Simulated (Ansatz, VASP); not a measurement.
## P in VASP and in Ansatz

```
CELL_PARAMETERS angstrom
2.44697 0.00000 0.00000
0.00000 2.44697 0.00000
0.00000 0.00000 2.44697
ATOMIC_POSITIONS crystal
P 0.50000 0.50000 0.50000
```

Alike in both runs: task relaxation of cell and atoms; functional PBE; k mesh 22 × 22 × 22; occupations gaussian, width 0.1 eV; no spin polarisation.

|  | VASP | Ansatz |
| --- | --- | --- |
| version | VASP 6.6.1 | Ansatz 0.2.0 |
| potentials or method | VASP PAW PBE potentials, release 64 (P), cutoff 600 eV | scalar-relativistic, plane waves, PAW |
| valence electrons in the cell | 5 | 5 |

```csv
,VASP,Ansatz,Ansatz less VASP
"gap on the k mesh at the Fermi level, each at its own relaxed structure (eV)",none,none,-
relaxed volume (Å³/atom),14.57,14.61,+0.032
relaxed length of the cell vector where the two differ most in proportion (Å),2.443,2.444,+0.0018
```

A gap of «none» marks a metal or a gap that the smearing closes.
